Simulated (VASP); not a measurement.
A run of VASP 6.6.1 is set up as follows.

The input INCAR:

```
  PREC = Accurate
  ENCUT = 600
  EDIFF = 1E-6
  ISMEAR = -1
  SIGMA = 0.05
  LREAL = False
  LASPH = True
  NELM = 150
  ALGO = Fast
  ISIF = 3
  LWAVE = False
  LCHARG = False
  ISPIN = 2
  MAGMOM = 3 0
  LORBIT = 11
  LMAXMIX = 4
  GGA = PE
  IBRION = 2
  NSW = 60
  EDIFFG = -0.01
```

KPOINTS

```
Automatic mesh
0
Gamma
  9 9 9
```

The input POSCAR:

```
AlFe
1.0
    2.9100000000      0.0000000000      0.0000000000
    0.0000000000      2.9100000000      0.0000000000
    0.0000000000      0.0000000000      2.9100000000
Fe Al
1 1
Direct
    0.5000000000      0.5000000000      0.5000000000
    0.0000000000      0.0000000000      0.0000000000
```

Potentials or basis: VASP PAW PBE potentials, release 64 (Fe, Al).

Command:

```bash
$ cat potpaw_PBE.64/Fe/POTCAR potpaw_PBE.64/Al/POTCAR > POTCAR
$ mpirun -np 1 vasp_std > vasp.out
```

**Question.** What does it give for the site moments?

**Answer.** Fe +0.67; Al -0.02 μB.

**Question.** Predict the relaxed cell.

**Answer.** a = 2.873 Å, b = 2.873 Å, c = 2.873 Å, α = 90.00°, β = 90.00°, γ = 90.00°.

**Question.** Estimate the relaxed volume.

**Answer.** 11.86 Å³/atom.

**Question.** What does it give for the net moment?

**Answer.** 0.62 μB per cell.

The path:
| step | energy change (eV) | largest force (eV/Å) | pressure (GPa) | volume (Å³) |
| --- | --- | --- | --- | --- |
| 1 | 0.0000 | 0.0000 | -6.25 | 24.64 |
| 2 | -0.0046 | 0.0000 | 6.14 | 22.97 |
| 3 | -0.0184 | 0.0000 | -0.02 | 23.72 |
